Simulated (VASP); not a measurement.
Wanted: the native input for a VASP 6.6.1 run.

- Task: single point
- Functional: PBE
- Potentials or basis: VASP PAW PBE potentials, release 64 (Hg, Te)
- Cutoff: 520 eV
- k mesh: 6 × 6 × 4
- Occupations: fermi-dirac, width 0.02 eV
- Spin: no spin polarisation
- Dipole correction: no
- Further INCAR settings: ALGO = Normal; EDIFF = 1e-06; NBANDS = 26

The structure of HgTe lies in POSCAR:

```
HgTe
1.0
    4.8768327769      0.0000000000      0.0000000000
   -2.4384163885      4.2234610748      0.0000000000
    0.0000000000      0.0000000000      7.2979978593
Hg Te
2 2
Direct
    0.3333333333      0.6666666667      0.2500000000
    0.6666666667      0.3333333333      0.7500000000
    0.6666666667      0.3333333333      0.2500000000
    0.3333333333      0.6666666667      0.7500000000
```

The input as run:

INCAR

```
PREC = Accurate
ENCUT = 520
EDIFF = 1E-6
ISMEAR = -1
SIGMA = 0.02
LREAL = False
LASPH = True
NELM = 100
ALGO = Normal
ISIF = 2
LWAVE = False
LCHARG = False
GGA = PE
NBANDS = 26
```

KPOINTS

```
Automatic mesh
0
Gamma
  6 6 4
```

Potentials or basis: VASP PAW PBE potentials, release 64 (Hg, Te).

The run is started by

```console
$ cat potpaw_PBE.64/Hg/POTCAR potpaw_PBE.64/Te/POTCAR > POTCAR
$ mpirun -np 1 vasp_std > vasp.out
```

It gave:

- Pressure: 0.0 GPa
- Band gap on the k mesh: zero (band 18 reaches 1.87 eV, above the bottom of band 19 at 1.69 eV)

Caveat: spin-orbit coupling is left out, which moves the levels of the heavy elements.

Wall time 45 s on 1 thread of Intel(R) Xeon(R) 6975P-C (Granite Rapids), on a shared host, peak memory 0.27 GiB.
